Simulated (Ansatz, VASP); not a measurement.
Tl in VASP and in Ansatz

```
Tl
1.0
     3.60797    0.00000    0.00000
    -1.80399    3.12460    0.00000
     0.00000    0.00000    5.57567
Tl
2
Cartesian
  0.0000 2.0831 1.3939
  1.8040 1.0415 4.1818
```

Alike in both runs: functional PBE; k mesh 15 × 15 × 8; occupations gaussian, width 0.1 eV; no spin polarisation.

Ansatz relaxed the structure, and its values are those at the end. VASP's run is a single point on that final structure, the one shown.

```csv
,VASP,Ansatz
version,VASP 6.6.1,Ansatz 0.2.0
potentials or method,"VASP PAW PBE potentials, release 64 (Tl_d), cutoff 520 eV","scalar-relativistic, plane waves, PAW"
valence electrons in the cell,26,26
```

VASP gave:

```
gap on the k mesh at the Fermi level (eV) : none
pressure (GPa)                            : -0.1
```

Which values does Ansatz return?

gap on the k mesh at the Fermi level (eV): none; pressure (GPa): 0.0.

A gap of «none» marks a metal or a gap that the smearing closes.

Neither program's run includes spin-orbit coupling.
